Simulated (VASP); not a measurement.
A run of VASP 6.6.1 is set up as follows.

INCAR

```
PREC = Accurate ; ENCUT = 520
EDIFF = 1E-6 ; ISMEAR = -1
SIGMA = 0.05 ; LREAL = False
LASPH = True ; NELM = 100
ALGO = Normal ; ISIF = 2
LWAVE = False ; LCHARG = False
GGA = PS ; NBANDS = 11
```

KPOINTS

```
regular mesh
0
Gamma
  12 12 12
```

POSCAR

```
BN
1.0
    1.2255815191      0.7075898200      3.3040796871
   -1.2255815191      0.7075898200      3.3040796871
    0.0000000000     -1.4151796399      3.3040796871
N B
1 1
Direct
    0.6672382000      0.6672382000      0.6672382000
    0.0003288000      0.0003288000      0.0003288000
```

Potentials or basis: VASP PAW PBE potentials, release 64 (N, B).

The run is started by

```sh
$ cat potpaw_PBE.64/N/POTCAR potpaw_PBE.64/B/POTCAR > POTCAR
$ mpirun -np 1 vasp_std > vasp.out
```

(1) Estimate the band gap on the k mesh.

(2) Predict the pressure.

Results:

(1) 4.24 eV, indirect (least direct gap 4.79 eV).

(2) 17.7 GPa.

Caveat: the PAW data sets were made with another functional, which shifts forces and pressure a little.
